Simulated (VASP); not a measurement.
# TiC (Fm-3m) in VASP: further runs, part 2 of 2

VASP 6.6.1. The steps go on from the part before.

### 3 Relaxation of cell and atoms, PBE, target pressure 30 GPa, at which the enthalpy is minimised

INCAR reads:

```
PREC = Accurate
ENCUT = 600
EDIFF = 1E-7
ISMEAR = -1
SIGMA = 0.05
LREAL = F
LASPH = T
NELM = 120
ALGO = Normal
ISIF = 3
LWAVE = F
LCHARG = F
GGA = PE
IBRION = 2
NSW = 80
EDIFFG = -0.01
PSTRESS = 300.0
GGA_COMPAT = F
NELMIN = 4
```

KPOINTS reads:

```
Automatic mesh
0
Gamma
  13 13 13
```

POSCAR reads:

```
TiC
1.0
    0.0000000000      2.1593000000      2.1593000000
    2.1593000000      0.0000000000      2.1593000000
    2.1593000000      2.1593000000      0.0000000000
Ti C
1 1
Direct
    0.0000000000      0.0000000000      0.0000000000
    0.5000000000      0.5000000000      0.5000000000
```

Potentials or basis: VASP PAW PBE potentials, release 64 (Ti_sv, C).

Run with:

```console
$ cat potpaw_PBE.64/Ti_sv/POTCAR potpaw_PBE.64/C/POTCAR > POTCAR
$ mpirun -np 1 vasp_std > vasp.out
```

Wall time 80 s (1 thread of Intel Xeon 6975P-C, shared host); peak memory 0.17 GiB.

It converged, with:

| Item | Value |
| --- | --- |
| Free energy | -18.5455 eV |
| Relaxed volume | 9.21 Å³/atom |
| Relaxed cell | a = 2.965 Å, b = 2.965 Å, c = 2.965 Å, α = 60.00°, β = 60.00°, γ = 60.00° |
| Space group after relaxing (to 0.05 Å) | Fm-3m (No. 225) |
| Energy change on relaxing (the enthalpy is what falls) | +81.9 meV/atom |
| Ionic steps | 7 |
| Pressure after relaxing | 30.0 GPa |
| Band gap on the k mesh | zero (band 8 reaches 11.32 eV, above the bottom of band 9 at 10.19 eV) |

The path:
| step | energy change (eV) | largest force (eV/Å) | pressure (GPa) | volume (Å³) |
| --- | --- | --- | --- | --- |
| 1 | 0.0000 | 0.0000 | 2.64 | 20.14 |
| 2 | 1.3762 | 0.0000 | 114.45 | 15.53 |
| 3 | 0.1469 | 0.0000 | 28.22 | 18.52 |
| 4 | 0.1610 | 0.0000 | 29.70 | 18.44 |
| 5 | 0.1671 | 0.0000 | 30.35 | 18.41 |
| 6 | 0.1585 | 0.0000 | 29.46 | 18.46 |
| 7 | 0.1638 | 0.0000 | 29.99 | 18.43 |

Final structure:
```
CELL_PARAMETERS angstrom
0.00000 2.09646 2.09646
2.09646 0.00000 2.09646
2.09646 2.09646 0.00000
ATOMIC_POSITIONS crystal
Ti 0.00000 0.00000 0.00000
C 0.50000 0.50000 0.50000
```

Levels at points of the mesh, in eV from the Fermi level:
```csv
k point,band 4,band 5,band 6,band 7,band 8,band 9,band 10,band 11,band 12
"(0.00, 0.00, 0.00)",-32.30,-12.87,0.69,0.69,0.69,1.78,1.78,1.78,1.90
```

Caveat: the cell is relaxed towards a set pressure, so the enthalpy falls and the energy may rise.

### 4 Relaxation of cell and atoms, PBE, target pressure 40 GPa, at which the enthalpy is minimised

INCAR reads:

```
SYSTEM = TiC
  ALGO = Normal
  EDIFF = 1E-7
  EDIFFG = -0.01
  ENCUT = 600
  GGA = PE
  GGA_COMPAT = .FALSE.
  IBRION = 2
  ISIF = 3
  ISMEAR = -1
  LASPH = .TRUE.
  LCHARG = .FALSE.
  LREAL = .FALSE.
  LWAVE = .FALSE.
  NELM = 120
  NELMIN = 4
  NSW = 80
  PREC = Accurate
  PSTRESS = 400.0
  SIGMA = 0.05
```

KPOINTS reads:

```
k-points
0
G
  13 13 13
  0 0 0
```

POSCAR is that of step 3.

Potentials or basis: VASP PAW PBE potentials, release 64 (Ti_sv, C).

Run with:

```console
$ cat potpaw_PBE.64/Ti_sv/POTCAR potpaw_PBE.64/C/POTCAR > POTCAR
$ mpirun -np 1 vasp_std > vasp.out
```

OUTCAR:

```text
SYSTEM = TiC
   EDIFF = 1E-7
   EDIFFG = -0.01
   ENCUT = 600
   GGA = PE
   IBRION = 2
   ISIF = 3
   ISMEAR = -1
   LASPH = .TRUE.
   LREAL = .FALSE.
   NELM = 120
   NELMIN = 4
   NSW = 80
   PREC = Accurate
   PSTRESS = 400.0

 ion  position               nearest neighbor table
   1  0.000  0.000  0.000-   2 2.16   2 2.16   2 2.16   2 2.16   2 2.16   2 2.16
   2  0.500  0.500  0.500-   1 2.16   1 2.16   1 2.16   1 2.16   1 2.16   1 2.16

  LATTYP: Found a face centered cubic cell.
 ALAT       =     4.3186000000

  Lattice vectors:

 A1 = (   0.0000000000,   2.1593000000,   2.1593000000)
 A2 = (   2.1593000000,   0.0000000000,   2.1593000000)
 A3 = (   2.1593000000,   2.1593000000,   0.0000000000)

Analysis of symmetry for initial positions (statically):
=====================================================================
 Subroutine PRICEL returns:
 Original cell was already a primitive cell.

 Routine SETGRP: Setting up the symmetry group for a
 face centered cubic supercell.

 Subroutine GETGRP returns: Found 48 space group operations
 (whereof 48 operations were pure point group operations)
 out of a pool of 48 trial point group operations.

The static configuration has the point symmetry O_h .

Analysis of symmetry for dynamics (positions and initial velocities):
=====================================================================
 Subroutine PRICEL returns:
 Original cell was already a primitive cell.

 Routine SETGRP: Setting up the symmetry group for a
 face centered cubic supercell.

 Subroutine GETGRP returns: Found 48 space group operations
 (whereof 48 operations were pure point group operations)
 out of a pool of 48 trial point group operations.

The dynamic configuration has the point symmetry O_h .

 Subroutine INISYM returns: Found 48 space group operations
 (whereof 48 operations are pure point group operations),
 and found     1 'primitive' translations

----------------------------------------------------------------------------------------

                                     Primitive cell

  volume of cell :      20.1358

  direct lattice vectors                    reciprocal lattice vectors
[... 97 lines left out ...]
   PSTRESS=  400.0 pullay stress
   NELECT =      16.0000    total number of electrons
   NUPDOWN=      -1.0000    fix difference up-down
   EMIN   =  10.00;   EMAX   =-10.00  energy-range for DOS
   EFERMI =   0.00;   METHOD = LEGACY
   ISMEAR =    -1;   SIGMA  =   0.05  broadening in eV -4-tet -1-fermi 0-gaus
   EFERMI_NEDOS =   21; number of points for ismear=-14 and -15
   IALGO  =     38    algorithm
   IMIX   =      4    mixing-type and parameters
     AMIX     =   0.40;   BMIX     =  1.00
     AMIX_MAG =   1.60;   BMIX_MAG =  1.00
  volume/ion in A,a.u.               =      10.07        67.94
  Fermi-wavevector in a.u.,A,eV,Ry     =   1.516323  2.865436 31.283015  2.299237
  Thomas-Fermi vector in A             =   2.625728
   LORBIT       =      0    0 simple, 1 ext, 2 COOP (PROOUT), +10 PAW based schemes
   GGA     = PE    functional components
   LHFCALC =     F    Hartree Fock is set to
   AEXX    =    0.0000 exact exchange contribution
   IVDW    =     0    specifies the selected vdW correction
   LEPSILON=     F    determine dielectric tensor
   LRPA    =     F    only Hartree local field effects (RPA)
 conjugate gradient relaxation of ions
 non-spin polarized calculation
  energy-cutoff  :      600.00
  volume of cell :       20.14
 maximum number of plane-waves:       686
   NGX = 13   NGY = 13   NGZ = 13

--------------------------------------- Ionic step        1  -------------------------------------------

 number of electron      16.0000002 magnetization

 Free energy of the ion-electron system (eV)
  ---------------------------------------------------
  ext. energy  EPLUGINS =         0.00000000
  ---------------------------------------------------
  free energy    TOTEN  =       -18.70929366 eV

  energy without entropy =      -18.70687167  energy(sigma->0) =      -18.70808267

 E-fermi :   9.5345     XC(G=0): -12.7438

 val. band max:        9.4624126397   @ k =   0.4615   0.4615   0.0000
 cond. band min:       9.5629648767   @ k =   0.3846   0.3077   0.0000
 fundamental gap:      0.1005522370
 Fermi energy:         9.5345113836

 k-point     1 :       0.0000    0.0000    0.0000
  band No.  band energies     occupation
      1     -47.0470      2.00000
      2     -23.0668      2.00000
      3     -23.0668      2.00000
      4     -23.0668      2.00000
      5      -2.9203      2.00000
      6      10.2135      0.00000
      7      10.2135      0.00000
      8      10.2135      0.00000
      9      11.2069      0.00000
     10      11.2069      0.00000
     11      11.2069      0.00000
     12      11.2483      0.00000
[... 496 lines left out ...]
--------------------------------------- Ionic step        5  -------------------------------------------

 number of electron      15.9999997 magnetization

 Free energy of the ion-electron system (eV)
  ---------------------------------------------------
  ext. energy  EPLUGINS =         0.00000000
  ---------------------------------------------------
  free energy    TOTEN  =       -18.44018721 eV

  energy without entropy =      -18.43774663  energy(sigma->0) =      -18.43896692

 E-fermi :  10.9681     XC(G=0): -13.3531

 val. band max:       10.9648254030   @ k =   0.0769   0.0000   0.0000
 cond. band min:      10.9932518141   @ k =   0.4615   0.4615   0.0000
 fundamental gap:      0.0284264112
 Fermi energy:        10.9681306505

 k-point     1 :       0.0000    0.0000    0.0000
  band No.  band energies     occupation
      1     -45.2957      2.00000
      2     -21.2343      2.00000
      3     -21.2343      2.00000
      4     -21.2343      2.00000
      5      -2.0288      2.00000
      6      11.6641      0.00000
      7      11.6641      0.00000
      8      11.6641      0.00000
      9      12.7781      0.00000
     10      12.7781      0.00000
     11      12.7781      0.00000
     12      12.9218      0.00000
[... 378 lines left out ...]
  energy  without entropy=      -18.4377466287  energy(sigma->0) =      -18.43896692

  enthalpy is  TOTEN    =       -13.9598923749 eV   P V=        4.4802948369

 reached required accuracy - stopping structural energy minimisation
```

Run time: 76 s. Hardware: 1 thread of Intel Xeon 6975P-C, shared host; peak memory 0.17 GiB.

What came out:

- Free energy: -18.4402 eV
- Relaxed volume: 8.97 Å³/atom
- Relaxed cell: a = 2.939 Å, b = 2.939 Å, c = 2.939 Å, α = 60.00°, β = 60.00°, γ = 60.00°
- Space group after relaxing (to 0.05 Å): Fm-3m (No. 225)
- Energy change on relaxing (the enthalpy is what falls): +134.6 meV/atom
- Ionic steps: 5
- Pressure after relaxing: 40.1 GPa
- Band gap on the k mesh: zero (band 8 reaches 11.66 eV, above the bottom of band 9 at 10.52 eV)

The path:
| step | energy change (eV) | largest force (eV/Å) | pressure (GPa) | volume (Å³) |
| --- | --- | --- | --- | --- |
| 1 | 0.0000 | 0.0000 | 2.64 | 20.14 |
| 2 | 2.7703 | 0.0000 | 190.61 | 14.04 |
| 3 | 0.2251 | 0.0000 | 36.09 | 18.13 |
| 4 | 0.2589 | 0.0000 | 39.18 | 17.99 |
| 5 | 0.2691 | 0.0000 | 40.09 | 17.95 |

Final structure:
```cif
data_structure
_symmetry_space_group_name_H-M 'P 1'
_symmetry_Int_Tables_number 1
_cell_length_a 2.9387
_cell_length_b 2.9387
_cell_length_c 2.9387
_cell_angle_alpha 60.000
_cell_angle_beta 60.000
_cell_angle_gamma 60.000
_cell_volume 17.95
loop_
_atom_site_label
_atom_site_type_symbol
_atom_site_fract_x
_atom_site_fract_y
_atom_site_fract_z
_atom_site_occupancy
Ti1 Ti 0.00000 0.00000 0.00000 1
C1 C 0.50000 0.50000 0.50000 1
```

Caveat: the cell is relaxed towards a set pressure, so the enthalpy falls and the energy may rise.

### 5 The runs side by side

| cell | gap on the mesh (eV) | pressure (GPa) |
| --- | --- | --- |
| relaxed to 20 GPa | none | 19.9 |
| relaxed to 30 GPa | none | 30.0 |
| relaxed to 40 GPa | none | 40.1 |

Alike in all rows: task relaxation of cell and atoms; level PBE; potentials or basis VASP PAW PBE potentials, release 64 (Ti_sv, C); no spin polarisation; k mesh 13 × 13 × 13; cutoff (eV) 600; smearing fermi-dirac 0.05 eV.

Caveats: the cell is relaxed towards a set pressure, so the enthalpy falls and the energy may rise.

Absolute energies hang on the potentials; compare differences alone.
